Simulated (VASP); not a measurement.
Wanted: the native input for a VASP 6.6.1 run.

- Task: single point
- Functional: PBE
- Potentials or basis: VASP PAW PBE potentials, release 64 (Fe_sv, O)
- Cutoff: 600 eV
- k mesh: 4 × 4 × 4
- Occupations: gaussian, width 0.1 eV
- Spin: collinear spin, ferromagnetic start
- Starting moments: [4.0, 4.0, 4.0, 4.0, 0.0, 0.0] μB
- Dipole correction: no
- Further INCAR settings: ALGO = Normal; EDIFF = 1e-06; NBANDS = 51

The structure of Fe2O lies in POSCAR:

```
Fe2O
1.0
    4.0575720200      0.0000000000      0.0000000000
    0.0000000000      4.0575720200      0.0000000000
    0.0000000000      0.0000000000      4.0575720200
Fe O
4 2
Direct
    0.2500000000      0.2500000000      0.2500000000
    0.2500000000      0.7500000000      0.7500000000
    0.7500000000      0.7500000000      0.2500000000
    0.7500000000      0.2500000000      0.7500000000
    0.0000000000      0.0000000000      0.0000000000
    0.5000000000      0.5000000000      0.5000000000
```

The cell was built from a structure type or drawn by symmetry, and may not be a known phase.

The input as run:

INCAR

```
PREC = Accurate
ENCUT = 600
EDIFF = 1E-6
ISMEAR = 0
SIGMA = 0.1
LREAL = False
LASPH = True
NELM = 200
ALGO = Normal
ISIF = 2
LWAVE = False
LCHARG = True
ISPIN = 2
MAGMOM = 4 4 4 4 0 0
LORBIT = 11
LMAXMIX = 4
GGA = PE
LELF = True
LVHAR = True
NBANDS = 51
GGA_COMPAT = False
```

KPOINTS

```
regular mesh
0
Gamma
  4 4 4
```

Potentials or basis: VASP PAW PBE potentials, release 64 (Fe_sv, O).

Command:

```sh
$ cat potpaw_PBE.64/Fe_sv/POTCAR potpaw_PBE.64/O/POTCAR > POTCAR
$ mpirun -np 1 vasp_std > vasp.out
```

Results of the run:

- Pressure: 10.4 GPa
- Net moment: 8.16 μB per cell
- Site moments: Fe +1.98; O +0.07 μB
- Valence electrons inside the program's atomic spheres: Fe 13.77; O 5.17

Caveat: the k points lie up to 0.39 Å⁻¹ apart; only a ferromagnetic start was run, and an antiferromagnetic order may lie lower in energy.

Wall time 33 s on 1 thread of Intel(R) Xeon(R) 6975P-C (Granite Rapids), on a shared host, peak memory 0.23 GiB.
